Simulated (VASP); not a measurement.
Input of a VASP 6.6.1 run:

File INCAR:

```
SYSTEM = Li
PREC = Accurate ; ENCUT = 520
EDIFF = 1E-7 ; ISMEAR = 0
SIGMA = 0.1 ; LREAL = .FALSE.
LASPH = .TRUE. ; NELM = 80
ALGO = Normal ; ISIF = 2
LWAVE = .FALSE. ; LCHARG = .TRUE.
GGA = PE ; LELF = .TRUE.
LVHAR = .TRUE. ; NBANDS = 8
```

File KPOINTS:

```
regular mesh
0
G
  8 8 8
  0 0 0
```

File POSCAR:

```
Li
1.0
   -1.5402576900      1.7801832900      1.9197165700
    1.5402576900     -1.7801832900      1.9197165700
    1.5402576900      1.7801832900     -1.9197165700
Li
1
Direct
    0.0000000000      0.0000000000      0.0000000000
```

Potentials or basis: VASP PAW PBE potentials, release 64 (Li_sv).

Run with:

```bash
$ cat potpaw_PBE.64/Li_sv/POTCAR > POTCAR
$ mpirun -np 1 vasp_std > vasp.out
```

Task: Predict the band gap on the k mesh.

Result: Zero (an odd number of electrons rules out a gap without spin polarisation).
